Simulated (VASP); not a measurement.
# TiO2 (Fm-3m) in VASP: notebook

Runs on TiO2. Level: PBE. Tasks: G0W0 quasiparticle levels.

Everything below comes from runs of VASP 6.6.1. Logs are shortened: lines on timing, memory, paths and dates and some standing lists are left out, and cuts for length are marked.

## 1. The cell of the first run

It takes space group Fm-3m (No. 225, cubic). Conventional cell: a = 4.794 Å, b = 4.794 Å, c = 4.794 Å, α = 90.00°, β = 90.00°, γ = 90.00°. Ti (site symmetry m-3m) has 8 O at 2.08 Å within 2.7 Å. O (site symmetry -43m) has 4 Ti at 2.08 Å and 6 O at 2.40 Å within 2.7 Å.

## 2. G0W0 quasiparticle levels, PBE

Contents of POSCAR:

```
TiO2
1.0
    0.0000000000      2.3968272579      2.3968272579
    2.3968272579      0.0000000000      2.3968272579
    2.3968272579      2.3968272579      0.0000000000
Ti O
1 2
Direct
    0.0000000000      0.0000000000      0.0000000000
    0.2500000000      0.2500000000      0.2500000000
    0.7500000000      0.7500000000      0.7500000000
```

Contents of INCAR.step1:

```
SYSTEM = TiO2
PREC     = Accurate       ! precision mode
ENCUT    = 500            ! plane-wave cutoff, eV
EDIFF    = 1E-8           ! SCF threshold, eV
ISMEAR   = 0              ! smearing method
SIGMA    = 0.01           ! smearing width, eV
LREAL    = .False.        ! projectors in reciprocal space
LASPH    = .True.         ! aspherical terms in the spheres
NELM     = 60             ! most SCF steps
ALGO     = Normal         ! electronic algorithm
LWAVE    = .True.         ! write WAVECAR
LCHARG   = .False.        ! write CHGCAR
GGA      = PE             ! functional
```

Contents of INCAR.step2:

```
SYSTEM = TiO2
PREC     = Accurate       ! precision mode
ENCUT    = 500            ! plane-wave cutoff, eV
EDIFF    = 1E-8           ! SCF threshold, eV
ISMEAR   = 0              ! smearing method
SIGMA    = 0.01           ! smearing width, eV
LREAL    = .False.        ! projectors in reciprocal space
LASPH    = .True.         ! aspherical terms in the spheres
NELM     = 1              ! most SCF steps
ALGO     = Exact          ! electronic algorithm
LWAVE    = .True.         ! write WAVECAR
LCHARG   = .False.        ! write CHGCAR
GGA      = PE             ! functional
NBANDS   = 72             ! bands
LOPTICS  = .True.         ! frequency-dependent dielectric function
ISTART   = 1
```

Contents of INCAR.step3:

```
SYSTEM = TiO2
PREC     = Accurate       ! precision mode
ENCUT    = 500            ! plane-wave cutoff, eV
EDIFF    = 1E-8           ! SCF threshold, eV
ISMEAR   = 0              ! smearing method
SIGMA    = 0.01           ! smearing width, eV
LREAL    = .False.        ! projectors in reciprocal space
LASPH    = .True.         ! aspherical terms in the spheres
ALGO     = EVGW0          ! electronic algorithm
LWAVE    = .False.        ! write WAVECAR
LCHARG   = .False.        ! write CHGCAR
GGA      = PE             ! functional
NELMGW   = 1            
NBANDS   = 72             ! bands
ENCUTGW  = 80.0           ! cutoff of the response function
NOMEGA   = 48             ! frequency points
PRECFOCK = Fast         
ISTART   = 1            
NBANDSGW = 20
```

Contents of KPOINTS:

```
regular mesh
0
Gamma
  4 4 4
  0 0 0
```

Potentials or basis: VASP PAW PBE potentials, release 64 (Ti_sv_GW, O_GW).

Command:

```bash
> cat potpaw_PBE.64/Ti_sv_GW/POTCAR potpaw_PBE.64/O_GW/POTCAR > POTCAR
> cp INCAR.step1 INCAR
> mpirun -np 1 vasp_std > vasp.out
> cp INCAR.step2 INCAR
> mpirun -np 1 vasp_std > vasp.out
> cp INCAR.step3 INCAR
> mpirun -np 1 vasp_std > vasp.out
```

OUTCAR:

```text
SYSTEM = TiO2
   PREC = Accurate
   ENCUT = 500
   EDIFF = 1E-8
   ISMEAR = 0
   LREAL = .False.
   LASPH = .True.
   GGA = PE
   NELMGW = 1
   ENCUTGW = 80.0
   PRECFOCK = Fast
   ISTART = 1

 ion  position               nearest neighbor table
   1  0.000  0.000  0.000-   3 2.08   3 2.08   3 2.08   2 2.08   3 2.08   2 2.08   2 2.08   2 2.08

   2  0.250  0.250  0.250-   1 2.08   1 2.08   1 2.08   1 2.08
   3  0.750  0.750  0.750-   1 2.08   1 2.08   1 2.08   1 2.08

  LATTYP: Found a face centered cubic cell.
 ALAT       =     4.7936545158

  Lattice vectors:

 A1 = (   0.0000000000,   2.3968272579,   2.3968272579)
 A2 = (   2.3968272579,   0.0000000000,   2.3968272579)
 A3 = (   2.3968272579,   2.3968272579,   0.0000000000)

Analysis of symmetry for initial positions (statically):
=====================================================================
 Subroutine PRICEL returns:
 Original cell was already a primitive cell.

 Routine SETGRP: Setting up the symmetry group for a
 face centered cubic supercell.

 Subroutine GETGRP returns: Found 48 space group operations
 (whereof 48 operations were pure point group operations)
 out of a pool of 48 trial point group operations.

The static configuration has the point symmetry O_h .

Analysis of symmetry for dynamics (positions and initial velocities):
=====================================================================
 Subroutine PRICEL returns:
 Original cell was already a primitive cell.

 Routine SETGRP: Setting up the symmetry group for a
 face centered cubic supercell.

 Subroutine GETGRP returns: Found 48 space group operations
 (whereof 48 operations were pure point group operations)
 out of a pool of 48 trial point group operations.

The dynamic configuration has the point symmetry O_h .

 Subroutine INISYM returns: Found 48 space group operations
 (whereof 48 operations are pure point group operations),
 and found     1 'primitive' translations

----------------------------------------------------------------------------------------

                                     Primitive cell

  volume of cell :      27.5385

  direct lattice vectors                    reciprocal lattice vectors
     0.000000000  2.396827258  2.396827258    -0.208609110  0.208609110  0.208609110
     2.396827258  0.000000000  2.396827258     0.208609110 -0.208609110  0.208609110
     2.396827258  2.396827258  0.000000000     0.208609110  0.208609110 -0.208609110

  length of vectors
     3.389625615  3.389625615  3.389625615     0.361321577  0.361321577  0.361321577

  position of ions in fractional coordinates (direct lattice)
     0.000000000  0.000000000  0.000000000
     0.250000000  0.250000000  0.250000000
     0.750000000  0.750000000  0.750000000

  ion indices of the primitive-cell ions
   primitive index   ion index
                 1           1
                 2           2
                 3           3

----------------------------------------------------------------------------------------

 KPOINTS: regular mesh

Automatic generation of k-mesh.
 Grid dimensions read from file:
 generate k-points for:    4    4    4

 Generating k-lattice:

  Cartesian coordinates                     Fractional coordinates (reciprocal lattice)
    -0.052152277  0.052152277  0.052152277     0.250000000  0.000000000  0.000000000
     0.052152277 -0.052152277  0.052152277     0.000000000  0.250000000  0.000000000
     0.052152277  0.052152277 -0.052152277     0.000000000  0.000000000  0.250000000

  Length of vectors
     0.090330394  0.090330394  0.090330394

  Shift w.r.t. Gamma in fractional coordinates (k-lattice)
     0.000000000  0.000000000  0.000000000

 Subroutine IBZKPT returns following result:
 ===========================================

 Found      8 irreducible k-points:

 Following reciprocal coordinates:
            Coordinates               Weight
  0.000000  0.000000  0.000000      1.000000
  0.250000  0.000000  0.000000      8.000000
  0.500000  0.000000  0.000000      4.000000
  0.250000  0.250000  0.000000      6.000000
  0.500000  0.250000  0.000000     24.000000
 -0.250000  0.250000  0.000000     12.000000
  0.500000  0.500000  0.000000      3.000000
 -0.250000  0.500000  0.250000      6.000000
   k-points           NKPTS =      8   k-points in BZ     NKDIM =     64   number of bands    NBANDS=     72
   number of dos      NEDOS =    301   number of ions     NIONS =      3
   total plane-waves  NPLWV =  21952
   dimension x,y,z NGX =    28 NGY =   28 NGZ =   28
   dimension x,y,z NGXF=    56 NGYF=   56 NGZF=   56
   ions per type =               1   2
   NGX,Y,Z   is equivalent  to a cutoff of  13.73, 13.73, 13.73 a.u.
   NGXF,Y,Z  is equivalent  to a cutoff of  27.47, 27.47, 27.47 a.u.
 SYSTEM =  TiO2
   PREC   = accura    normal or accurate (medium, high low for compatibility)
   ISTART =      1    job   : 0-new  1-cont  2-samecut
   ICHARG =      0    charge: 1-file 2-atom 10-const
   ISPIN  =      1    spin polarized calculation?
   LNONCOLLINEAR =      F non collinear calculations
   LSORBIT =      F    spin-orbit coupling
   LASPH  =      T    aspherical Exc in radial PAW
   ENCUT  =  500.0 eV  36.75 Ry    6.06 a.u.   6.18  6.18  6.18*2*pi/ulx,y,z
   NELM   =     60;   NELMIN=  2; NELMDL=  0     # of ELM steps
   EDIFF  = 0.1E-07   stopping-criterion for ELM
   LREAL  =      F    real-space projection
   EDIFFG = 0.1E-06   stopping-criterion for IOM
   NSW    =      0    number of steps for IOM
   IBRION =     -1    ionic relax: 0-MD 1-quasi-New 2-CG
   NFREE  =      0    steps in history (QN), initial steepest desc. (CG)
   ISIF   =      0    stress and relaxation
   ISYM   =      3    0-nonsym 1-usesym 2-fastsym
   POTIM  = 0.5000    time-step for ionic-motion
   TEBEG  =    0.0;   TEEND  =   0.0 temperature during run
   PSTRESS=    0.0 pullay stress
   NELECT =      24.0000    total number of electrons
   NUPDOWN=      -1.0000    fix difference up-down
   EMIN   =  10.00;   EMAX   =-10.00  energy-range for DOS
   EFERMI =   0.00;   METHOD = LEGACY
   ISMEAR =     0;   SIGMA  =   0.01  broadening in eV -4-tet -1-fermi 0-gaus
   EFERMI_NEDOS =   21; number of points for ismear=-14 and -15
   IALGO  =     38    algorithm
   IMIX   =      4    mixing-type and parameters
     AMIX     =   0.40;   BMIX     =  1.00
     AMIX_MAG =   1.60;   BMIX_MAG =  1.00
  volume/ion in A,a.u.               =       9.18        61.95
  Fermi-wavevector in a.u.,A,eV,Ry     =   1.563742  2.955044 33.270189  2.445290
  Thomas-Fermi vector in A             =   2.666469
   LORBIT       =      0    0 simple, 1 ext, 2 COOP (PROOUT), +10 PAW based schemes
   GGA     = PE    functional components
   LHFCALC =     T    Hartree Fock is set to
   PRECFOCK=fast      Normal, Fast or Accurate (Low or Medium for compatibility)
   ENCUT4O =  -1.0   cutoff for four orbital integrals eV
   NKREDX  =     1    reduce k-point grid by
   NKREDY  =     1    reduce k-point grid by
   NKREDZ  =     1    reduce k-point grid by
   AEXX    =    1.0000 exact exchange contribution
   HFSCREEN=    0.0000 screening length (either q_TF or 0.3 A-1)
   HFSCREENC=   0.0000 screening length for correlation (either q_TF or 0.3 A-1)
   ENCUTFOCK=  -1.0 apply spherical cutoff to Coloumb kernel
   IVDW    =     0    specifies the selected vdW correction
   LEPSILON=     F    determine dielectric tensor
   LRPA    =     F    only Hartree local field effects (RPA)
   LRPAFORCE           =     F    calculate RPA forces
   ENCUTGW             =  80.0    cutoff for response function in eV
   ENCUTGWSOFT         =  64.0    soft cutoff for Coulomb kernel in GW response function in eV
   ENCUTLF             =  -1.0    cutoff for local field effects
   NELMGW              =     1    number of iterations in solving QP/BSE equation
   NELMHF              =     1    number of iterations in the inner HF iteration
   NKREDLFX            =     1    NKREDLFY  =   1   NKREDLFZ  =   1
 non-spin polarized calculation
 Gauss-broadening in eV      SIGMA  =   0.01
  energy-cutoff  :      500.00
  volume of cell :       27.54
 maximum number of plane-waves:       725
 NGX is ok and might be reduce to    28
  NGX = 14; NGY = 14; NGZ = 14
   NGX = 13   NGY = 13   NGZ = 13
 maximum number of plane-waves:        59
 NGX is ok and might be reduce to    10

 QP shifts <psi_nk| G(iteration)W_0 |psi_nk>: iteration 1
 for sc-GW calculations column KS-energies equals QP-energies in previous step
 and V_xc(KS)=  KS-energies - (<T + V_ion + V_H > + <T+V_H+V_ion>^1  + <V_x>^1)

 k-point   1 :       0.0000    0.0000    0.0000
  band No.  KS-energies  QP-energies   sigma(KS)   V_xc(KS)     V^pw_x(r,r')   Z            occupation Imag(sigma)

      1     -50.3638     -52.3456     -28.2657     -24.9370     -41.6328       0.5954       2.0000       1.5921
      2     -26.4532     -27.2179     -25.3983     -24.2290     -34.5768       0.6539       2.0000       1.0328
      3     -26.4532     -27.2179     -25.3983     -24.2290     -34.5768       0.6539       2.0000       1.0328
      4     -26.4532     -27.2179     -25.3983     -24.2290     -34.5768       0.6539       2.0000       1.0328
      5     -12.3776     -13.5431     -20.4658     -18.7116     -30.6069       0.6644       2.0000       1.7501
      6      -8.5454     -10.0094     -23.0623     -20.9987     -32.1672       0.7094       2.0000       1.2632
[... 12 lines left out ...]
     19      21.5902      22.1953     -10.2896     -11.0223      -4.8397       0.8258       0.0000      -0.5335
     20      21.5902      22.1953     -10.2896     -11.0223      -4.8397       0.8258       0.0000      -0.5335

 k-point   2 :       0.2500    0.0000    0.0000
  band No.  KS-energies  QP-energies   sigma(KS)   V_xc(KS)     V^pw_x(r,r')   Z            occupation Imag(sigma)

      1     -50.3519     -52.3360     -28.2702     -24.9493     -41.6387       0.5975       2.0000       1.5867
      2     -26.5840     -27.3528     -25.2514     -24.0590     -34.5375       0.6448       2.0000       1.1123
      3     -26.4685     -27.2365     -25.3858     -24.2107     -34.5765       0.6536       2.0000       1.0432
      4     -26.4685     -27.2365     -25.3858     -24.2107     -34.5765       0.6536       2.0000       1.0432
      5     -11.7060     -12.9210     -20.9658     -19.1460     -30.8276       0.6676       2.0000       1.6057
      6      -9.2608     -10.6564     -22.5183     -20.5142     -31.7696       0.6964       2.0000       1.3547
[... 12 lines left out ...]
     19      21.3378      22.1226     -12.1369     -13.1107      -6.3539       0.8059       0.0000      -0.6483
     20      23.4631      24.2693     -10.8583     -11.8168      -5.0606       0.8411       0.0000      -0.8090
[... 102 lines left out ...]
      3     -26.5295     -27.3065     -25.3330     -24.1347     -34.5697       0.6485       2.0000       1.0842
      4     -26.5295     -27.3065     -25.3330     -24.1347     -34.5697       0.6485       2.0000       1.0842
      5     -10.3805     -11.6493     -22.1090     -20.2244     -31.4915       0.6732       2.0000       1.3244
      6     -10.1027     -11.4181     -21.9821     -20.0538     -31.5003       0.6821       2.0000       1.4618
[... 12 lines left out ...]
     19      21.5209      22.2587     -12.2441     -13.1461      -6.5527       0.8180       0.0000      -0.6249
     20      23.5561      24.9164     -14.3705     -16.0925      -7.9993       0.7899       0.0000      -0.8842

 k-point   8 :      -0.2500    0.5000    0.2500
  band No.  KS-energies  QP-energies   sigma(KS)   V_xc(KS)     V^pw_x(r,r')   Z            occupation Imag(sigma)

      1     -50.3324     -52.3468     -28.2778     -24.9704     -41.6482       0.6091       2.0000       1.5782
      2     -26.6263     -27.3939     -25.2057     -24.0127     -34.5330       0.6435       2.0000       1.1388
      3     -26.6263     -27.3939     -25.2057     -24.0127     -34.5330       0.6435       2.0000       1.1388
      4     -26.5307     -27.3063     -25.3286     -24.1318     -34.5641       0.6481       2.0000       1.0839
      5     -10.2524     -11.5431     -22.0408     -20.1350     -31.4888       0.6772       2.0000       1.3909
      6     -10.2524     -11.5431     -22.0408     -20.1350     -31.4888       0.6772       2.0000       1.3909
[... 12 lines left out ...]
     19      23.4093      24.7216     -13.8904     -15.5098      -7.6230       0.8103       0.0000      -0.8551
     20      23.9380      25.0215     -12.7243     -14.0247      -6.6111       0.8332       0.0000      -1.0120
```

It took 2.8 min on 1 thread of Intel Xeon Platinum 8259CL at 2.50GHz (Skylake/Cascade Lake), shared host; peak memory 0.25 GiB.

What came out:

```
Band gap on the k mesh, mean-field level : 1.14 eV, indirect (least direct gap 1.85 eV)
Quasiparticle gap                        : 2.50 eV
Least direct quasiparticle gap           : 3.23 eV
```

Caveat: the k points lie up to 0.57 Å⁻¹ apart; bands, screening cutoff and mesh are small and nothing is extrapolated, so the quasiparticle values aren't converged.

(Continued in part 2 of 2.)
